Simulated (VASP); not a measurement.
Write the native input for VASP 6.6.1 that does the following.

- Task: single point
- Functional: PBEsol
- Potentials or basis: VASP PAW PBE potentials, release 64 (Al, Co)
- Cutoff: 520 eV
- k mesh: 16 × 16 × 16
- Occupations: gaussian, width 0.15 eV
- Spin: no spin polarisation
- Dipole correction: no
- Further INCAR settings: ALGO = Normal; EDIFF = 1e-06; NBANDS = 13

The structure of AlCo lies in POSCAR:

```
AlCo
1.0
    2.8194032100      0.0000000000      0.0000000000
    0.0000000000      2.8194032100      0.0000000000
    0.0000000000      0.0000000000      3.0449554668
Al Co
1 1
Direct
    0.0000000000      0.0000000000      0.0000000000
    0.5000000000      0.5000000000      0.5000000000
```

This cell differs from its parent crystal: strain +0.000 along x and y, +0.080 along z.

The input as run:

INCAR

```
  PREC = Accurate
  ENCUT = 520
  EDIFF = 1E-6
  ISMEAR = 0
  SIGMA = 0.15
  LREAL = F
  LASPH = T
  NELM = 80
  ALGO = Normal
  ISIF = 2
  LWAVE = F
  LCHARG = F
  GGA = PS
  NBANDS = 13
```

KPOINTS

```
Automatic mesh
0
Gamma
  16 16 16
```

Potentials or basis: VASP PAW PBE potentials, release 64 (Al, Co).

Run with:

```sh
$ cat potpaw_PBE.64/Al/POTCAR potpaw_PBE.64/Co/POTCAR > POTCAR
$ mpirun -np 1 vasp_std > vasp.out
```

It gave:

- Pressure: -11.4 GPa
- Band gap on the k mesh: zero (band 6 reaches 12.09 eV, above the bottom of band 7 at 9.52 eV)

Caveat: the cell differs from its parent crystal (strain +0.000 along x and y, +0.080 along z); the PAW data sets were made with another functional, which shifts forces and pressure a little.

It took 110 s on 1 thread of AMD EPYC 7R43 64-Core Processor (Zen 3) (shared host), peak memory 0.21 GiB.
